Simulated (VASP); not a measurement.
A run of VASP 6.6.1 is set up as follows.

INCAR

```
ALGO     = Normal         # electronic algorithm
EDIFF    = 1E-6           # SCF threshold, eV
ENCUT    = 600            # plane-wave cutoff, eV
GGA_COMPAT= F            
ISIF     = 2              # what is computed and relaxed
ISMEAR   = 0              # smearing method
LASPH    = T              # aspherical terms in the spheres
LCHARG   = T              # write CHGCAR
LELF     = T              # ELF
LREAL    = F              # projectors in reciprocal space
LVHAR    = T            
LWAVE    = F              # write WAVECAR
NBANDS   = 19             # bands
NELM     = 120            # most SCF steps
PREC     = Accurate       # precision mode
SIGMA    = 0.01           # smearing width, eV
```

The input KPOINTS:

```
k-points
0
Gamma
  4 4 4
```

POSCAR

```
ZrO2
1.0
    0.0000000000      2.5447135873      2.5447135873
    2.5447135873      0.0000000000      2.5447135873
    2.5447135873      2.5447135873      0.0000000000
Zr O
1 2
Direct
    0.0000000000      0.0000000000      0.0000000000
    0.2500000000      0.2500000000      0.2500000000
    0.7500000000      0.7500000000      0.7500000000
```

Potentials or basis: VASP PAW LDA potentials, release 64 (Zr_sv, O).

Command:

```console
$ cat potpaw_LDA.64/Zr_sv/POTCAR potpaw_LDA.64/O/POTCAR > POTCAR
$ mpirun -np 1 vasp_std > vasp.out
```

(1) Estimate the band gap on the k mesh.

(2) Predict the pressure.

Answers

(1) 3.23 eV (least direct gap 3.66 eV).

(2) -8.9 GPa.

Caveat: the k points lie up to 0.53 Å⁻¹ apart.
